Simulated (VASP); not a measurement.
# Al: single point with PBEsol

Al:

```xyz
1
Lattice="-1.5746 1.5746 1.5746 1.5746 -1.5746 1.5746 1.5746 1.5746 -1.5746" Properties=species:S:1:pos:R:3 pbc="T T T"
Al    0.0000    0.0000    0.0000
```

```json
{"Program": "VASP 6.6.1", "Task": "single point", "Functional": "PBEsol", "Potentials or basis": "VASP PAW PBE potentials, release 64 (Al)", "Cutoff": "520 eV", "k mesh": "12 × 12 × 12", "Occupations": "fermi-dirac, width 0.05 eV", "Spin": "no spin polarisation", "Dipole correction": "no", "Further INCAR settings": "ALGO = Normal; EDIFF = 1e-07; NBANDS = 8"}
```

```yaml
Pressure: 5.1 GPa
```

Levels at points of the mesh, in eV from the Fermi level:
| k point | band 1 | band 2 | band 3 | band 4 |
| --- | --- | --- | --- | --- |
| (0.00, 0.00, 0.00) | -11.51 | 13.59 | 13.59 | 13.59 |
| (0.50, 0.00, 0.00) | -4.52 | -3.92 | 8.39 | 8.59 |
| (0.50, 0.50, 0.50) | 1.97 | 1.97 | 1.97 | 2.89 |

It took 3.8 s on 1 thread of Intel Xeon 6975P-C, on a shared host, peak memory 0.12 GiB.

Caveat: the PAW data sets were made with another functional, which shifts forces and pressure a little.
